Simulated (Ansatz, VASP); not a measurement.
**Al: VASP beside Ansatz**

INCAR

```
PREC = Accurate
ENCUT = 520
EDIFF = 1E-6
ISMEAR = 0
SIGMA = 0.05
LREAL = F
LASPH = T
NELM = 60
ALGO = Normal
ISIF = 2
LWAVE = F
LCHARG = F
GGA = PE
NBANDS = 8
```

File KPOINTS:

```
regular mesh
0
Gamma
  8 8 8
```

Contents of POSCAR:

```
Al
1.0
    0.0000000000      2.0250000000      2.0250000000
    2.0250000000      0.0000000000      2.0250000000
    2.0250000000      2.0250000000      0.0000000000
Al
1
Direct
    0.0000000000      0.0000000000      0.0000000000
```

Input for Ansatz:

```yaml
crystal:
  lattice:
    - [0.0, 2.025, 2.025]
    - [2.025, 0.0, 2.025]
    - [2.025, 2.025, 0.0]
  atoms:
    - { symbol: Al, position: [0.0, 0.0, 0.0] }
basis:
  ecutwfc: 420
  ecutrho_ratio: 4
kpoints:
  mp_grid: { grid: [8, 8, 8] }
hamiltonian:
  xc: pbe
scf:
  occupations: { method: gaussian, width: 0.05 }
output:
  forces: true
  stress: true
  eigenvalues: true
```

Alike in both runs: task single point; functional PBE; k mesh 8 × 8 × 8; occupations gaussian, width 0.05 eV; no spin polarisation.

|  | VASP | Ansatz |
| --- | --- | --- |
| version | VASP 6.6.1 | Ansatz 0.2.0 |
| potentials or method | VASP PAW PBE potentials, release 64 (Al), cutoff 520 eV | scalar-relativistic, plane waves, PAW |
| valence electrons in the cell | 3 | 3 |

Ansatz gave:

* gap on the k mesh at the Fermi level (eV): none
* pressure (GPa): -0.4

Question: Estimate VASP's values.

Answer: gap on the k mesh at the Fermi level (eV): none; pressure (GPa): -0.5.

A gap of «none» marks a metal or a gap that the smearing closes.
